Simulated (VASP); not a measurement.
Wanted: the native input for a VASP 6.6.1 run.

```
Task                   : single point
Functional             : r2SCAN
Potentials or basis    : VASP PAW PBE potentials, release 64 (Mn_pv, O)
Cutoff                 : 520 eV
k mesh                 : 10 × 10 × 10
Occupations            : fermi-dirac, width 0.05 eV
Spin                   : collinear spin, ferromagnetic start
Starting moments       : [4.0, 0.0] μB
Hubbard terms          : Mn d U = 5.0 eV
Dipole correction      : no
Further INCAR settings : ALGO = Normal; EDIFF = 1e-06; NBANDS = 20
```

MnO:

```
Mn O
1.0
     0.00000    2.22391    2.22391
     2.22391    0.00000    2.22391
     2.22391    2.22391    0.00000
Mn O
1 1
Direct
  0.00000 0.00000 0.00000
  0.50000 0.50000 0.50000
```

The input as run:

POSCAR

```
MnO
1.0
    0.0000000000      2.2239077028      2.2239077028
    2.2239077028      0.0000000000      2.2239077028
    2.2239077028      2.2239077028      0.0000000000
Mn O
1 1
Direct
    0.0000000000      0.0000000000      0.0000000000
    0.5000000000      0.5000000000      0.5000000000
```

INCAR.step1

```
SYSTEM = MnO
PREC = Accurate
ENCUT = 520
ISMEAR = -1
SIGMA = 0.05
LREAL = .FALSE.
LASPH = .TRUE.
NELM = 150
ISPIN = 2
MAGMOM = 4 0
LMAXMIX = 4
LDAU = .TRUE.
LDAUTYPE = 2
LDAUL = 2 -1
LDAUU = 5 0
LDAUJ = 0 0
NBANDS = 20
GGA = PE
ALGO = Normal
EDIFF = 1E-4
LWAVE = .TRUE.
LCHARG = .FALSE.
```

INCAR.step2

```
SYSTEM = MnO
PREC = Accurate
ENCUT = 520
EDIFF = 1E-6
ISMEAR = -1
SIGMA = 0.05
LREAL = .FALSE.
LASPH = .TRUE.
NELM = 150
ALGO = Normal
ISIF = 2
LWAVE = .FALSE.
LCHARG = .FALSE.
ISPIN = 2
MAGMOM = 4 0
LORBIT = 11
LMAXMIX = 4
LDAU = .TRUE.
LDAUTYPE = 2
LDAUL = 2 -1
LDAUU = 5 0
LDAUJ = 0 0
LDAUPRINT = 1
METAGGA = R2SCAN
LMIXTAU = .TRUE.
NBANDS = 20
ISTART = 1
```

KPOINTS

```
regular mesh
0
G
  10 10 10
  0 0 0
```

Potentials or basis: VASP PAW PBE potentials, release 64 (Mn_pv, O).

The run is started by

```sh
$ cat potpaw_PBE.64/Mn_pv/POTCAR potpaw_PBE.64/O/POTCAR > POTCAR
$ cp INCAR.step1 INCAR
$ mpirun -np 1 vasp_std > vasp.out
$ cp INCAR.step2 INCAR
$ mpirun -np 1 vasp_std > vasp.out
```

Results of the run:

| Quantity | Value |
| --- | --- |
| Pressure | 3.8 GPa |
| Band gap on the k mesh | 1.06 eV (least direct gap 3.21 eV) |
| Net moment | 5.00 μB per cell |
| Site moments | Mn +4.69; O +0.13 μB |
| Valence electrons inside the program's atomic spheres | Mn 11.34; O 5.05 |

Caveat: the cell stands under pressure; the PAW data sets were made with another functional, which shifts forces and pressure a little; a cell with one magnetic atom can't hold antiferromagnetic order, which such compounds often take.

It took 66 s on 1 thread of Intel(R) Xeon(R) Platinum 8488C (Sapphire Rapids), with other jobs on the host, peak memory 0.17 GiB.
